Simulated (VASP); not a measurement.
A run of VASP 6.6.1:

File POSCAR:

```
ZnSe
1.0
    0.0000000000      2.8338000000      2.8338000000
    2.8338000000      0.0000000000      2.8338000000
    2.8338000000      2.8338000000      0.0000000000
Zn Se
1 1
Direct
    0.0000000000      0.0000000000      0.0000000000
    0.7500000000      0.7500000000      0.7500000000
```

File INCAR.step1:

```
SYSTEM = ZnSe
PREC     = Accurate       ! precision mode
ENCUT    = 400            ! plane-wave cutoff, eV
EDIFF    = 1E-5           ! SCF threshold, eV
ISMEAR   = 0              ! smearing method
SIGMA    = 0.01           ! smearing width, eV
LREAL    = .False.        ! projectors in reciprocal space
LASPH    = .True.         ! aspherical terms in the spheres
NELM     = 120            ! most SCF steps
ALGO     = Normal         ! electronic algorithm
ISIF     = 2              ! what is computed and relaxed
LWAVE    = .True.         ! write WAVECAR
GGA      = PE             ! functional
NBANDS   = 16             ! bands
GGA_COMPAT= .False.
```

INCAR.step2

```
SYSTEM = ZnSe
PREC     = Accurate       ! precision mode
ENCUT    = 400            ! plane-wave cutoff, eV
EDIFF    = 1E-6           ! SCF threshold, eV
ISMEAR   = 0              ! smearing method
SIGMA    = 0.01           ! smearing width, eV
LREAL    = .False.        ! projectors in reciprocal space
LASPH    = .True.         ! aspherical terms in the spheres
NELM     = 120            ! most SCF steps
ALGO     = Normal         ! electronic algorithm
ISIF     = 2              ! what is computed and relaxed
LWAVE    = .False.        ! write WAVECAR
LCHARG   = .True.         ! write CHGCAR
GGA      = PE             ! functional
LHFCALC  = .True.         ! exact exchange
HFSCREEN = 0.2079         ! screening, 1/A
PRECFOCK = Normal       
LELF     = .True.         ! ELF
LVHAR    = .True.       
ISTART   = 1            
NBANDS   = 16             ! bands
GGA_COMPAT= .False.
```

KPOINTS

```
regular mesh
0
Gamma
  4 4 4
  0 0 0
```

Potentials or basis: VASP PAW PBE potentials, release 64 (Zn, Se).

Launch:

```console
$ cat potpaw_PBE.64/Zn/POTCAR potpaw_PBE.64/Se/POTCAR > POTCAR
$ cp INCAR.step1 INCAR
$ mpirun -np 1 vasp_std > vasp.out
$ cp INCAR.step2 INCAR
$ mpirun -np 1 vasp_std > vasp.out
```

Hardware: 1 thread of Intel(R) Xeon(R) 6975P-C (Granite Rapids) (shared host).

Problem. How long does it take, and how much memory?

Solution. Wall time 2.2 min on 1 thread of Intel(R) Xeon(R) 6975P-C (Granite Rapids), on a shared host, peak memory 0.26 GiB. Counts: k points 8.
